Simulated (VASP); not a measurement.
ScAl: single point with PBEsol

The system is ScAl.

```
Sc Al
1.0
     3.19251    0.00000    0.00000
     0.00000    3.19251    0.00000
     0.00000    0.00000    3.19251
Sc Al
1 1
Direct
  0.50000 0.50000 0.50000
  0.00000 0.00000 0.00000
```

```json
{"Program": "VASP 6.6.1", "Task": "single point", "Functional": "PBEsol", "Potentials or basis": "VASP PAW PBE potentials, release 64 (Sc_sv, Al)", "Cutoff": "520 eV", "k mesh": "14 × 14 × 14", "Occupations": "gaussian, width 0.1 eV", "Spin": "no spin polarisation", "Dipole correction": "no", "Further INCAR settings": "ALGO = Normal; EDIFF = 1e-07; NBANDS = 14"}
```

```yaml
Pressure: 15.2 GPa
Band_gap_on_the_k_mesh: zero (band 7 reaches 7.56 eV, above the bottom of band 8 at 6.38 eV)
```

Levels at points of the mesh, in eV from the Fermi level:
| k point | band 4 | band 5 | band 6 | band 7 | band 8 | band 9 | band 10 | band 11 |
| --- | --- | --- | --- | --- | --- | --- | --- | --- |
| (0.00, 0.00, 0.00) | -27.41 | -9.05 | -0.97 | -0.97 | 3.23 | 3.23 | 3.23 | 4.54 |
| (0.50, 0.00, 0.00) | -27.38 | -5.76 | -4.91 | 0.20 | 0.91 | 0.91 | 3.53 | 4.66 |
| (0.50, 0.50, 0.00) | -27.35 | -5.05 | -1.78 | -1.78 | -0.91 | 1.73 | 1.73 | 4.48 |
| (0.50, 0.50, 0.50) | -27.64 | -2.97 | -2.97 | -2.97 | 0.41 | 3.50 | 3.50 | 3.50 |

Wall time 37 s on 1 thread of Intel(R) Xeon(R) Platinum 8259CL CPU @ 2.50GHz (Skylake/Cascade Lake), on a shared host, peak memory 0.18 GiB.

Caveat: the PAW data sets were made with another functional, which shifts forces and pressure a little.
